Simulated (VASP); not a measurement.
# Hf (Im-3m) in VASP: single point with PBE+D3(BJ)

Aim: the single point of Hf with PBE+D3(BJ).

Program: VASP 6.6.1. These are calculated values, not measurements. Logs are shortened: lines on timing, memory, paths and dates and some standing lists are left out, and cuts for length are marked.

## 1. The cell of the first run

It takes space group Im-3m (No. 229, cubic). The conventional cell has a = 3.506 Å, b = 3.506 Å, c = 3.506 Å, α = 90.00°, β = 90.00°, γ = 90.00°. Within 4.0 Å of Hf (site symmetry m-3m) lie 14 Hf at 3.04 to 3.51 Å.

## 2. Single point, PBE+D3(BJ)

INCAR reads:

```
SYSTEM = Hf
ALGO = Normal ; EDIFF = 1E-6
ENCUT = 500 ; GGA = PE
GGA_COMPAT = .FALSE. ; ISIF = 2
ISMEAR = 0 ; IVDW = 12
LASPH = .TRUE. ; LCHARG = .FALSE.
LREAL = .FALSE. ; LWAVE = .FALSE.
NBANDS = 11 ; NELM = 120
PREC = Accurate ; SIGMA = 0.1
```

KPOINTS reads:

```
k-points
0
G
  8 8 8
  0 0 0
```

POSCAR reads:

```
Hf
1.0
   -1.7530793262      1.7530793262      1.7530793262
    1.7530793262     -1.7530793262      1.7530793262
    1.7530793262      1.7530793262     -1.7530793262
Hf
1
Direct
    0.0000000000      0.0000000000      0.0000000000
```

Potentials or basis: VASP PAW PBE potentials, release 64 (Hf_pv).

The run is started by

```sh
$ cat potpaw_PBE.64/Hf_pv/POTCAR > POTCAR
$ mpirun -np 1 vasp_std > vasp.out
```

OUTCAR:

```text
SYSTEM = Hf
   EDIFF = 1E-6
   ENCUT = 500
   GGA = PE
   ISIF = 2
   ISMEAR = 0
   IVDW = 12
   LASPH = .TRUE.
   LREAL = .FALSE.
   NELM = 120
   PREC = Accurate
 IVDW          = 12

 ion  position               nearest neighbor table
   1  0.000  0.000  0.000-

  LATTYP: Found a body centered cubic cell.
 ALAT       =     3.5061586524

  Lattice vectors:

 A1 = (  -1.7530793262,   1.7530793262,   1.7530793262)
 A2 = (   1.7530793262,  -1.7530793262,   1.7530793262)
 A3 = (   1.7530793262,   1.7530793262,  -1.7530793262)

Analysis of symmetry for initial positions (statically):
=====================================================================
 Subroutine PRICEL returns:
 Original cell was already a primitive cell.

 Routine SETGRP: Setting up the symmetry group for a
 body centered cubic supercell.

 Subroutine GETGRP returns: Found 48 space group operations
 (whereof 48 operations were pure point group operations)
 out of a pool of 48 trial point group operations.

The static configuration has the point symmetry O_h .

Analysis of symmetry for dynamics (positions and initial velocities):
=====================================================================
 Subroutine PRICEL returns:
 Original cell was already a primitive cell.

 Routine SETGRP: Setting up the symmetry group for a
 body centered cubic supercell.

 Subroutine GETGRP returns: Found 48 space group operations
 (whereof 48 operations were pure point group operations)
 out of a pool of 48 trial point group operations.

The dynamic configuration has the point symmetry O_h .

 Subroutine INISYM returns: Found 48 space group operations
 (whereof 48 operations are pure point group operations),
 and found     1 'primitive' translations

----------------------------------------------------------------------------------------

                                     Primitive cell

  volume of cell :      21.5509

  direct lattice vectors                    reciprocal lattice vectors
    -1.753079326  1.753079326  1.753079326     0.000000000  0.285212422  0.285212422
     1.753079326 -1.753079326  1.753079326     0.285212422  0.000000000  0.285212422
     1.753079326  1.753079326 -1.753079326     0.285212422  0.285212422  0.000000000

  length of vectors
     3.036422463  3.036422463  3.036422463     0.403351275  0.403351275  0.403351275

  position of ions in fractional coordinates (direct lattice)
     0.000000000  0.000000000  0.000000000

  ion indices of the primitive-cell ions
   primitive index   ion index
[... 81 lines left out ...]
   POTIM  = 0.5000    time-step for ionic-motion
   TEBEG  =    0.0;   TEEND  =   0.0 temperature during run
   PSTRESS=    0.0 pullay stress
   NELECT =      10.0000    total number of electrons
   NUPDOWN=      -1.0000    fix difference up-down
   EMIN   =  10.00;   EMAX   =-10.00  energy-range for DOS
   EFERMI =   0.00;   METHOD = LEGACY
   ISMEAR =     0;   SIGMA  =   0.10  broadening in eV -4-tet -1-fermi 0-gaus
   EFERMI_NEDOS =   21; number of points for ismear=-14 and -15
   IALGO  =     38    algorithm
   IMIX   =      4    mixing-type and parameters
     AMIX     =   0.40;   BMIX     =  1.00
     AMIX_MAG =   1.60;   BMIX_MAG =  1.00
  volume/ion in A,a.u.               =      21.55       145.43
  Fermi-wavevector in a.u.,A,eV,Ry     =   1.267418  2.395073 21.855703  1.606349
  Thomas-Fermi vector in A             =   2.400567
   LORBIT       =      0    0 simple, 1 ext, 2 COOP (PROOUT), +10 PAW based schemes
   GGA     = PE    functional components
   LHFCALC =     F    Hartree Fock is set to
   AEXX    =    0.0000 exact exchange contribution
   IVDW    =    12    specifies the selected vdW correction
   LEPSILON=     F    determine dielectric tensor
   LRPA    =     F    only Hartree local field effects (RPA)
 non-spin polarized calculation
 Gauss-broadening in eV      SIGMA  =   0.10
  energy-cutoff  :      500.00
  volume of cell :       21.55
 maximum number of plane-waves:       559
 NGX is ok and might be reduce to    24
   NGX = 11   NGY = 11   NGZ = 11

 number of electron      10.0000000 magnetization

 number of electron       9.9999999 magnetization

 Free energy of the ion-electron system (eV)
  ---------------------------------------------------
  ext. energy  EPLUGINS =         0.00000000
  ---------------------------------------------------
  free energy    TOTEN  =        -9.74909318 eV

  energy without entropy =       -9.74008732  energy(sigma->0) =       -9.74459025

 E-fermi :   4.7975     XC(G=0): -11.4552

 val. band max:        4.7493778620   @ k =  -0.3750   0.3750   0.1250
 cond. band min:       4.8167627786   @ k =   0.2500   0.2500   0.0000
 fundamental gap:      0.0673849165
 Fermi energy:         4.7975224526

 k-point     1 :       0.0000    0.0000    0.0000
  band No.  band energies     occupation
      1     -24.8669      2.00000
      2     -24.8669      2.00000
      3     -24.8669      2.00000
      4      -2.3254      2.00000
      5       6.3851      0.00000
      6       6.3851      0.00000
      7       6.3851      0.00000
      8       9.2737      0.00000
      9       9.2737      0.00000
     10      18.2973      0.00000
     11      18.2973      0.00000
[... 309 lines left out ...]
 k-point    24 :      -0.3750    0.3750    0.2500
  band No.  band energies     occupation
      1     -25.5572      2.00000
      2     -25.2958      2.00000
      3     -25.2108      2.00000
      4       2.5629      2.00000
      5       3.6584      2.00000
      6       6.6787      0.00000
      7       7.2023      0.00000
      8      10.1130      0.00000
      9      10.5522      0.00000
     10      17.4116      0.00000
     11      18.2397      0.00000

 [... further k-points ...]

------------------------ aborting loop because EDIFF is reached ----------------------------------------

 Edisp (eV)   -0.46792

 E8    (eV) :    -0.2511

  FORCE on cell =-STRESS in cart. coord.  units (eV):
  Direction    XX          YY          ZZ          XY          YZ          ZX
  --------------------------------------------------------------------------------------
  -------------------------------------------------------------------------------------
  Total      -0.04673    -0.04673    -0.04673    -0.00000     0.00000    -0.00000
  in kB      -3.47441    -3.47441    -3.47441    -0.00000     0.00000    -0.00000
  external pressure =       -3.47 kB  Pullay stress =        0.00 kB

 VOLUME and BASIS-vectors are now :
 -----------------------------------------------------------------------------
  energy-cutoff  :      500.00
  volume of cell :       21.55
      direct lattice vectors                 reciprocal lattice vectors
    -1.753079326  1.753079326  1.753079326     0.000000000  0.285212422  0.285212422
     1.753079326 -1.753079326  1.753079326     0.285212422  0.000000000  0.285212422
     1.753079326  1.753079326 -1.753079326     0.285212422  0.285212422  0.000000000

 POSITION                                       TOTAL-FORCE (eV/Angst)
 -----------------------------------------------------------------------------------
      0.00000      0.00000      0.00000         0.000000      0.000000     -0.000000
 -----------------------------------------------------------------------------------
    total drift:                                0.000000      0.000000     -0.000000

  FREE ENERGIE OF THE ION-ELECTRON SYSTEM (eV)
  ---------------------------------------------------
  free  energy   TOTEN  =       -10.2170121752 eV

  energy  without entropy=      -10.2080063175  energy(sigma->0) =      -10.21250925
```

OSZICAR:

```text
N       E                     dE             d eps       ncg     rms          rms(c)
DAV:   1     0.103451294255E+02    0.10345E+02   -0.55794E+03   662   0.812E+02
DAV:   2    -0.973436081210E+01   -0.20079E+02   -0.19412E+02   792   0.145E+02
DAV:   3    -0.100717545483E+02   -0.33739E+00   -0.33509E+00   800   0.133E+01
DAV:   4    -0.100729552668E+02   -0.12007E-02   -0.12006E-02   707   0.976E-01
DAV:   5    -0.100729603772E+02   -0.51104E-05   -0.51104E-05   802   0.569E-02    0.448E+01
DAV:   6    -0.983334194423E+01    0.23962E+00   -0.20034E-01   689   0.334E+00    0.268E+01
DAV:   7    -0.975349824461E+01    0.79844E-01   -0.30352E-01   713   0.400E+00    0.122E+00
DAV:   8    -0.974904099109E+01    0.44573E-02   -0.23206E-02   686   0.110E+00    0.394E-01
DAV:   9    -0.974909133417E+01   -0.50343E-04   -0.48002E-04   808   0.163E-01    0.415E-02
DAV:  10    -0.974909349372E+01   -0.21595E-05   -0.28989E-05   694   0.402E-02    0.215E-02
DAV:  11    -0.974909317577E+01    0.31795E-06   -0.41919E-06   728   0.149E-02
   1 F= -.10217012E+02 E0= -.10212509E+02  d E =-.900586E-02
```

Run time: 3.9 s. Hardware: 1 thread of Intel Xeon Platinum 8488C (Sapphire Rapids), shared host; peak memory 0.14 GiB.

What came out:

- Free energy: -10.2170 eV
- Pressure: -0.3 GPa
- Band gap on the k mesh: zero (band 5 reaches 6.39 eV, above the bottom of band 6 at 4.05 eV)
- Dispersion energy per atom: -0.468 eV

Caveat: spin-orbit coupling is left out, which moves the levels of the heavy elements; pairwise dispersion overbinds metals, which lowers pressure and volume.
